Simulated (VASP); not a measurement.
# InSb (I-4m2) in VASP: further runs

The runs below take InSb through single point, with PBE.

Everything below comes from runs of VASP 6.6.1. Logs are shortened: lines on timing, memory, paths and dates and some standing lists are left out, and cuts for length are marked.

### 1 The cell of the first run

Symmetry: I-4m2, No. 119, tetragonal system. Conventional cell: a = 5.266 Å, b = 5.266 Å, c = 5.266 Å, α = 90.00°, β = 90.00°, γ = 90.00°. Within 3.9 Å of In (site symmetry -4m2) lie 4 Sb at 2.94 Å. Within 3.9 Å of Sb (site symmetry -4m2) lie 4 In at 2.94 Å.

### 2 Single point, PBE

File INCAR:

```
ALGO = Normal
EDIFF = 1E-6
ENCUT = 520
GGA = PE
ISIF = 2
ISMEAR = 0
LASPH = True
LCHARG = True
LELF = True
LREAL = False
LVHAR = True
LWAVE = False
NBANDS = 16
NELM = 60
PREC = Accurate
SIGMA = 0.15
```

File KPOINTS:

```
k-points
0
Gamma
  18 18 18
```

File POSCAR:

```
InSb
1.0
    0.0000000000      3.7238711123      2.6327768764
    3.7238711123      0.0000000000      2.6327768764
    3.7238711123      3.7238711123      0.0000000000
In Sb
1 1
Direct
    0.0000000000      0.0000000000      0.0000000000
    0.7500000000      0.7500000000      0.7500000000
```

Potentials or basis: VASP PAW PBE potentials, release 64 (In_d, Sb).

Launch:

```console
$ cat potpaw_PBE.64/In_d/POTCAR potpaw_PBE.64/Sb/POTCAR > POTCAR
$ mpirun -np 1 vasp_std > vasp.out
```

OUTCAR:

```text
EDIFF = 1E-6
   ENCUT = 520
   GGA = PE
   ISIF = 2
   ISMEAR = 0
   LASPH = True
   LREAL = False
   NELM = 60
   PREC = Accurate

 ion  position               nearest neighbor table
   1  0.000  0.000  0.000-   2 2.94   2 2.94   2 2.94   2 2.94
   2  0.750  0.750  0.750-   1 2.94   1 2.94   1 2.94   1 2.94

  LATTYP: Found a body centered tetragonal cell.
 ALAT       =     5.2663490315
 C/A-ratio  =     0.9998489886

  Lattice vectors:

 A1 = (   0.0000000000,  -3.7238711123,  -2.6327768764)
 A2 = (   0.0000000000,   3.7238711123,  -2.6327768764)
 A3 = (   3.7238711123,   0.0000000000,   2.6327768764)

Analysis of symmetry for initial positions (statically):
=====================================================================
 Subroutine PRICEL returns:
 Original cell was already a primitive cell.

 Routine SETGRP: Setting up the symmetry group for a
 body centered tetragonal supercell.

 Subroutine GETGRP returns: Found  8 space group operations
 (whereof  8 operations were pure point group operations)
 out of a pool of 16 trial point group operations.

The static configuration has the point symmetry D_2d.

Analysis of symmetry for dynamics (positions and initial velocities):
=====================================================================
 Subroutine PRICEL returns:
 Original cell was already a primitive cell.

 Routine SETGRP: Setting up the symmetry group for a
 body centered tetragonal supercell.

 Subroutine GETGRP returns: Found  8 space group operations
 (whereof  8 operations were pure point group operations)
 out of a pool of 16 trial point group operations.

The dynamic configuration has the point symmetry D_2d.

 Subroutine INISYM returns: Found  8 space group operations
 (whereof  8 operations are pure point group operations),
 and found     1 'primitive' translations

----------------------------------------------------------------------------------------

                                     Primitive cell

  volume of cell :      73.0186

  direct lattice vectors                    reciprocal lattice vectors
     0.000000000  3.723871112  2.632776876    -0.134268879  0.134268879  0.189913549
     3.723871112  0.000000000  2.632776876     0.134268879 -0.134268879  0.189913549
     3.723871112  3.723871112  0.000000000     0.134268879  0.134268879 -0.189913549

  length of vectors
     4.560562481  4.560562481  5.266349032     0.268558038  0.268558038  0.268558038

  position of ions in fractional coordinates (direct lattice)
     0.000000000  0.000000000  0.000000000
     0.750000000  0.750000000  0.750000000

  ion indices of the primitive-cell ions
   primitive index   ion index
                 1           1
                 2           2

----------------------------------------------------------------------------------------

 KPOINTS: k-points

Automatic generation of k-mesh.
 Grid dimensions read from file:
 generate k-points for:   18   18   18

 Generating k-lattice:

  Cartesian coordinates                     Fractional coordinates (reciprocal lattice)
    -0.007459382  0.007459382  0.010550753     0.055555556 -0.000000000  0.000000000
     0.007459382 -0.007459382  0.010550753    -0.000000000  0.055555556  0.000000000
     0.007459382  0.007459382 -0.010550753     0.000000000  0.000000000  0.055555556

  Length of vectors
     0.014919891  0.014919891  0.014919891

  Shift w.r.t. Gamma in fractional coordinates (k-lattice)
     0.000000000  0.000000000  0.000000000

 Subroutine IBZKPT returns following result:
 ===========================================

 Found    480 irreducible k-points:

 Following reciprocal coordinates:
            Coordinates               Weight
  0.000000  0.000000  0.000000      1.000000
  0.055556  0.000000  0.000000      8.000000
  0.111111  0.000000  0.000000      8.000000
  0.166667 -0.000000  0.000000      8.000000
  0.222222 -0.000000  0.000000      8.000000
  0.277778 -0.000000  0.000000      8.000000
[... 16 lines left out ...]
 -0.277778  0.055556  0.000000      8.000000
 -0.222222  0.055556  0.000000      8.000000
 [... further k-points ...]
   k-points           NKPTS =    480   k-points in BZ     NKDIM =    480   number of bands    NBANDS=     16
   number of dos      NEDOS =    301   number of ions     NIONS =      2
   total plane-waves  NPLWV =  51840
   dimension x,y,z NGX =    36 NGY =   36 NGZ =   40
   dimension x,y,z NGXF=    72 NGYF=   72 NGZF=   80
   ions per type =               1   1
   NGX,Y,Z   is equivalent  to a cutoff of  13.12, 13.12, 12.63 a.u.
   NGXF,Y,Z  is equivalent  to a cutoff of  26.25, 26.25, 25.25 a.u.
 SYSTEM =  unknown system
   PREC   = accura    normal or accurate (medium, high low for compatibility)
   ISTART =      0    job   : 0-new  1-cont  2-samecut
   ICHARG =      2    charge: 1-file 2-atom 10-const
   ISPIN  =      1    spin polarized calculation?
   LNONCOLLINEAR =      F non collinear calculations
   LSORBIT =      F    spin-orbit coupling
   LASPH  =      T    aspherical Exc in radial PAW
   ENCUT  =  520.0 eV  38.22 Ry    6.18 a.u.   8.48  8.48  9.79*2*pi/ulx,y,z
   NELM   =     60;   NELMIN=  2; NELMDL= -5     # of ELM steps
   EDIFF  = 0.1E-05   stopping-criterion for ELM
   LREAL  =      F    real-space projection
   EDIFFG = 0.1E-04   stopping-criterion for IOM
   NSW    =      0    number of steps for IOM
   IBRION =     -1    ionic relax: 0-MD 1-quasi-New 2-CG
   NFREE  =      0    steps in history (QN), initial steepest desc. (CG)
   ISIF   =      2    stress and relaxation
   ISYM   =      2    0-nonsym 1-usesym 2-fastsym
   POTIM  = 0.5000    time-step for ionic-motion
   TEBEG  =    0.0;   TEEND  =   0.0 temperature during run
   PSTRESS=    0.0 pullay stress
   NELECT =      18.0000    total number of electrons
   NUPDOWN=      -1.0000    fix difference up-down
   EMIN   =  10.00;   EMAX   =-10.00  energy-range for DOS
   EFERMI =   0.00;   METHOD = LEGACY
   ISMEAR =     0;   SIGMA  =   0.15  broadening in eV -4-tet -1-fermi 0-gaus
   EFERMI_NEDOS =   21; number of points for ismear=-14 and -15
   IALGO  =     38    algorithm
   IMIX   =      4    mixing-type and parameters
     AMIX     =   0.40;   BMIX     =  1.00
     AMIX_MAG =   1.60;   BMIX_MAG =  1.00
  volume/ion in A,a.u.               =      36.51       246.38
  Fermi-wavevector in a.u.,A,eV,Ry     =   1.026490  1.939784 14.336199  1.053681
  Thomas-Fermi vector in A             =   2.160385
   LORBIT       =      0    0 simple, 1 ext, 2 COOP (PROOUT), +10 PAW based schemes
   GGA     = PE    functional components
   LHFCALC =     F    Hartree Fock is set to
   AEXX    =    0.0000 exact exchange contribution
   IVDW    =     0    specifies the selected vdW correction
   LEPSILON=     F    determine dielectric tensor
   LRPA    =     F    only Hartree local field effects (RPA)
 non-spin polarized calculation
 Gauss-broadening in eV      SIGMA  =   0.15
  energy-cutoff  :      520.00
  volume of cell :       73.02
 maximum number of plane-waves:      1982
 NGX is ok and might be reduce to    36

 number of electron      18.0000000 magnetization

 Free energy of the ion-electron system (eV)
  ---------------------------------------------------
  ext. energy  EPLUGINS =         0.00000000
  ---------------------------------------------------
  free energy    TOTEN  =        -6.65997092 eV

  energy without entropy =       -6.65513149  energy(sigma->0) =       -6.65755121

 E-fermi :   4.4660     XC(G=0):  -8.5080

 val. band max:        4.4330217198   @ k =  -0.1667   0.0556   0.0000
 cond. band min:       4.4668736191   @ k =   0.3889  -0.0000   0.0000
 fundamental gap:      0.0338518993
 Fermi energy:         4.4660074440

 k-point     1 :       0.0000    0.0000    0.0000
  band No.  band energies     occupation
      1     -10.1081      2.00000
      2     -10.1081      2.00000
      3     -10.0850      2.00000
      4     -10.0539      2.00000
      5     -10.0155      2.00000
      6      -5.7257      2.00000
[... 8 lines left out ...]
     15      10.3954      0.00000
     16      11.8906      0.00000

 k-point     2 :       0.0556    0.0000    0.0000
  band No.  band energies     occupation
      1     -10.1082      2.00000
      2     -10.1077      2.00000
      3     -10.0849      2.00000
      4     -10.0545      2.00000
      5     -10.0152      2.00000
      6      -5.7003      2.00000
[... 8 lines left out ...]
     15      10.4462      0.00000
     16      11.6388      0.00000

 k-point     3 :       0.1111    0.0000    0.0000
  band No.  band energies     occupation
      1     -10.1087      2.00000
      2     -10.1066      2.00000
      3     -10.0845      2.00000
      4     -10.0560      2.00000
      5     -10.0144      2.00000
      6      -5.6249      2.00000
[... 8 lines left out ...]
     15      10.7626      0.00000
     16      11.6157      0.00000

 k-point     4 :       0.1667   -0.0000    0.0000
  band No.  band energies     occupation
      1     -10.1098      2.00000
      2     -10.1050      2.00000
      3     -10.0840      2.00000
      4     -10.0580      2.00000
      5     -10.0130      2.00000
      6      -5.5027      2.00000
[... 8 lines left out ...]
     15      10.8752      0.00000
     16      12.0561      0.00000

 k-point     5 :       0.2222   -0.0000    0.0000
  band No.  band energies     occupation
      1     -10.1116      2.00000
      2     -10.1031      2.00000
      3     -10.0833      2.00000
      4     -10.0600      2.00000
      5     -10.0112      2.00000
      6      -5.3393      2.00000
[... 8 lines left out ...]
     15      11.2080      0.00000
     16      12.7069      0.00000

 k-point     6 :       0.2778   -0.0000    0.0000
  band No.  band energies     occupation
      1     -10.1143      2.00000
      2     -10.1014      2.00000
      3     -10.0826      2.00000
      4     -10.0615      2.00000
      5     -10.0090      2.00000
      6      -5.1449      2.00000
[... 8 lines left out ...]
     15      11.8344      0.00000
     16      13.2802      0.00000

 k-point     7 :       0.3333   -0.0000    0.0000
  band No.  band energies     occupation
      1     -10.1173      2.00000
      2     -10.1000      2.00000
      3     -10.0821      2.00000
      4     -10.0623      2.00000
      5     -10.0067      2.00000
      6      -4.9361      2.00000
[... 8 lines left out ...]
     15      12.5778      0.00000
     16      13.3385      0.00000

 k-point     8 :       0.3889   -0.0000    0.0000
  band No.  band energies     occupation
      1     -10.1201      2.00000
      2     -10.0989      2.00000
      3     -10.0817      2.00000
      4     -10.0626      2.00000
      5     -10.0047      2.00000
      6      -4.7395      2.00000
[... 8 lines left out ...]
     15      13.1192      0.00000
     16      13.4031      0.00000

 k-point     9 :       0.4444   -0.0000    0.0000
  band No.  band energies     occupation
      1     -10.1221      2.00000
      2     -10.0983      2.00000
      3     -10.0815      2.00000
      4     -10.0626      2.00000
      5     -10.0034      2.00000
      6      -4.5934      2.00000
[... 8 lines left out ...]
     15      12.9410      0.00000
     16      14.2647      0.00000
[... 172 lines left out ...]
 k-point    19 :       0.5000    0.0556    0.0000
  band No.  band energies     occupation
      1     -10.1225      2.00000
      2     -10.0974      2.00000
      3     -10.0819      2.00000
      4     -10.0638      2.00000
      5     -10.0027      2.00000
      6      -4.5183      2.00000
[... 8 lines left out ...]
     15      13.1419      0.00000
     16      14.8073      0.00000

 k-point    20 :      -0.4444    0.0556    0.0000
  band No.  band energies     occupation
      1     -10.1222      2.00000
      2     -10.0975      2.00000
      3     -10.0820      2.00000
      4     -10.0625      2.00000
      5     -10.0033      2.00000
      6      -4.5631      2.00000
[... 8 lines left out ...]
     15      13.0039      0.00000
     16      14.1508      0.00000

 k-point    21 :      -0.3889    0.0556    0.0000
  band No.  band energies     occupation
      1     -10.1207      2.00000
      2     -10.0981      2.00000
      3     -10.0822      2.00000
      4     -10.0614      2.00000
      5     -10.0048      2.00000
      6      -4.7020      2.00000
[... 8 lines left out ...]
     15      12.6956      0.00000
     16      13.2775      0.00000

 k-point    22 :      -0.3333    0.0556    0.0000
  band No.  band energies     occupation
      1     -10.1184      2.00000
      2     -10.0991      2.00000
      3     -10.0824      2.00000
      4     -10.0602      2.00000
      5     -10.0068      2.00000
      6      -4.8955      2.00000
[... 8 lines left out ...]
     15      12.4437      0.00000
     16      12.5982      0.00000

 k-point    23 :      -0.2778    0.0556    0.0000
  band No.  band energies     occupation
      1     -10.1158      2.00000
      2     -10.1006      2.00000
      3     -10.0827      2.00000
      4     -10.0589      2.00000
      5     -10.0091      2.00000
      6      -5.1044      2.00000
[... 8 lines left out ...]
     15      11.6930      0.00000
     16      12.7225      0.00000

 k-point    24 :      -0.2222    0.0556    0.0000
  band No.  band energies     occupation
      1     -10.1135      2.00000
      2     -10.1023      2.00000
      3     -10.0830      2.00000
      4     -10.0573      2.00000
      5     -10.0113      2.00000
      6      -5.3008      2.00000
[... 8 lines left out ...]
     15      11.0628      0.00000
     16      12.4809      0.00000

 [... further k-points ...]

------------------------ aborting loop because EDIFF is reached ----------------------------------------

  FORCE on cell =-STRESS in cart. coord.  units (eV):
  Direction    XX          YY          ZZ          XY          YZ          ZX
  --------------------------------------------------------------------------------------
  -------------------------------------------------------------------------------------
  Total       -1.2623678     -1.2623678      0.5662704      0.0000000     -0.0000000      0.0000000
  in kB      -27.6989399    -27.6989399     12.4251359      0.0000000     -0.0000000      0.0000000
  external PRESSURE =     -14.3242480 kB  Pullay stress =       0.0000000 kB

 VOLUME and BASIS-vectors are now :
 -----------------------------------------------------------------------------
  energy-cutoff  :      520.00
  volume of cell :       73.02
      direct lattice vectors                 reciprocal lattice vectors
     0.000000000  3.723871112  2.632776876    -0.134268879  0.134268879  0.189913549
     3.723871112  0.000000000  2.632776876     0.134268879 -0.134268879  0.189913549
     3.723871112  3.723871112  0.000000000     0.134268879  0.134268879 -0.189913549

 POSITION                                       TOTAL-FORCE (eV/Angst)
 -----------------------------------------------------------------------------------
      0.00000      0.00000      0.00000         0.000000     -0.000000      0.000000
      5.58581      5.58581      3.94917         0.000000      0.000000     -0.000000
 -----------------------------------------------------------------------------------
    total drift:                               -0.000001     -0.000001      0.000001

  FREE ENERGIE OF THE ION-ELECTRON SYSTEM (eV)
  ---------------------------------------------------
  free  energy   TOTEN  =        -6.6599709231 eV

  energy  without entropy=       -6.6551314874  energy(sigma->0) =       -6.65755121
```

Run time: 12 min. Hardware: 1 thread of Intel Xeon 8259CL, shared host; peak memory 0.68 GiB.

What came out:

```yaml
Free_energy: -6.6600 eV
Pressure: -1.4 GPa
Band_gap_on_the_k_mesh: zero (bands 9 and 10 overlap by 0.58 eV)
```

Caveat: semilocal functionals underestimate gaps, and a narrow one can read as zero; spin-orbit coupling is left out, which moves the levels of the heavy elements.

### 3 Single point, PBE

This run uses another cell than the first one, of the same volume but with other edges.

File INCAR:

```
ALGO = Normal ; EDIFF = 1E-7
ENCUT = 520 ; GGA = PE
ISIF = 2 ; ISMEAR = 0
LASPH = T ; LCHARG = F
LREAL = F ; LWAVE = F
NBANDS = 16 ; NELM = 80
PREC = Accurate ; SIGMA = 0.15
```

KPOINTS is that of step 2.

File POSCAR:

```
InSb
1.0
    0.0000000000      2.9556384605      4.1792727832
    2.9556384605      0.0000000000      4.1792727832
    2.9556384605      2.9556384605      0.0000000000
In Sb
1 1
Direct
    0.0000000000      0.0000000000      0.0000000000
    0.7500000000      0.7500000000      0.7500000000
```

Potentials or basis: VASP PAW PBE potentials, release 64 (In_d, Sb).

Launch:

```console
$ cat potpaw_PBE.64/In_d/POTCAR potpaw_PBE.64/Sb/POTCAR > POTCAR
$ mpirun -np 1 vasp_std > vasp.out
```

Wall time 14 min (1 thread of Intel Xeon 8259CL, shared host); peak memory 0.68 GiB.

Results (log left out):

- Free energy: -6.3993 eV
- Pressure: -0.5 GPa
- Band gap on the k mesh: zero (bands 9 and 10 overlap by 0.44 eV)

Stress tensor (GPa, compression positive):
```
 2.38  0.00  0.00
 0.00  2.38  0.00
 0.00  0.00 -6.12
```

Levels at points of the mesh, in eV from the Fermi level:
```csv
k point,band 6,band 7,band 8,band 9,band 10,band 11,band 12,band 13
"(0.00, 0.00, 0.00)",-10.51,-1.94,-1.91,0.34,0.34,2.89,2.89,3.59
"(0.50, 0.00, 0.00)",-9.32,-5.54,-2.27,-0.89,0.10,3.92,4.35,5.45
"(0.50, 0.50, 0.00)",-9.46,-6.71,-1.00,-1.00,2.42,2.60,6.05,6.69
"(0.50, 0.00, 0.50)",-8.55,-5.27,-2.73,-2.52,0.19,0.62,4.96,5.32
```

Caveat: the stress differs along the axes, from -6 to 2 GPa; semilocal functionals underestimate gaps, and a narrow one can read as zero; spin-orbit coupling is left out, which moves the levels of the heavy elements.

### 4 Single point, PBE

This run uses another cell than the first one, of the same volume but with other edges.

File INCAR:

```
ALGO = Normal
EDIFF = 1E-7
ENCUT = 520
GGA = PE
ISIF = 2
ISMEAR = 0
LASPH = True
LCHARG = False
LREAL = False
LWAVE = False
NBANDS = 16
NELM = 80
PREC = Accurate
SIGMA = 0.15
```

KPOINTS is that of step 3.

File POSCAR:

```
InSb
1.0
    0.0000000000      3.5020967280      2.9767822188
    3.5020967280      0.0000000000      2.9767822188
    3.5020967280      3.5020967280      0.0000000000
In Sb
1 1
Direct
    0.0000000000      0.0000000000      0.0000000000
    0.7500000000      0.7500000000      0.7500000000
```

Launch:

```console
$ cat potpaw_PBE.64/In_d/POTCAR potpaw_PBE.64/Sb/POTCAR > POTCAR
$ mpirun -np 1 vasp_std > vasp.out
```

Wall time 15 min (1 thread of Intel Xeon 8259CL, shared host); peak memory 0.69 GiB.

The run converged. Its results:

| Property | Result |
| --- | --- |
| Free energy | -6.8681 eV |
| Pressure | -0.3 GPa |
| Band gap on the k mesh | zero (bands 9 and 10 overlap by 0.04 eV) |

Stress tensor (GPa, compression positive):
```
-1.32  0.00  0.00
 0.00 -1.32  0.00
 0.00  0.00  1.74
```

Levels at points of the mesh, in eV from the Fermi level:
```
           k point  band 5  band 6  band 7  band 8  band 9  band 10  band 11  band 12  band 13  band 14
(0.00, 0.00, 0.00)  -14.61  -10.46   -0.94   -0.43   -0.43     0.16     2.64     2.99     2.99     5.48
(0.50, 0.00, 0.00)  -14.61   -9.27   -5.49   -1.52   -0.71     0.01     3.24     4.11     6.11     7.25
(0.50, 0.50, 0.00)  -14.60   -8.53   -5.37   -2.70   -2.70     0.44     0.87     7.55     7.55     8.47
(0.50, 0.00, 0.50)  -14.61   -8.88   -6.01   -1.96   -1.87     1.51     1.54     6.60     6.95     7.42
```

Caveat: semilocal functionals underestimate gaps, and a narrow one can read as zero; spin-orbit coupling is left out, which moves the levels of the heavy elements.

### 5 Summary

```tsv
cell	gap on the mesh (eV)	pressure (GPa)
a = 4.561, b = 4.561, c = 5.266 Å, angles 54.7, 54.7, 70.5°, 2 atoms	none	-1.4
a = 5.119, b = 5.119, c = 4.180 Å, angles 65.9, 65.9, 48.2°, 2 atoms	none	-0.5
a = 4.596, b = 4.596, c = 4.953 Å, angles 57.4, 57.4, 65.2°, 2 atoms	none	-0.3
```

Alike in all rows: task single point; level PBE; potentials or basis VASP PAW PBE potentials, release 64 (In_d, Sb); no spin polarisation; k mesh 18 × 18 × 18; cutoff (eV) 520; smearing gaussian 0.15 eV.

Caveats: semilocal functionals underestimate gaps, and a narrow one can read as zero; spin-orbit coupling is left out, which moves the levels of the heavy elements; the stress differs along the axes, from -6 to 2 GPa (at least some runs).

Total energies depend on the potentials used, so only differences within one code and one set of settings carry meaning.

The gap in the log of VASP goes by the Fermi energy; the results here count the filled bands.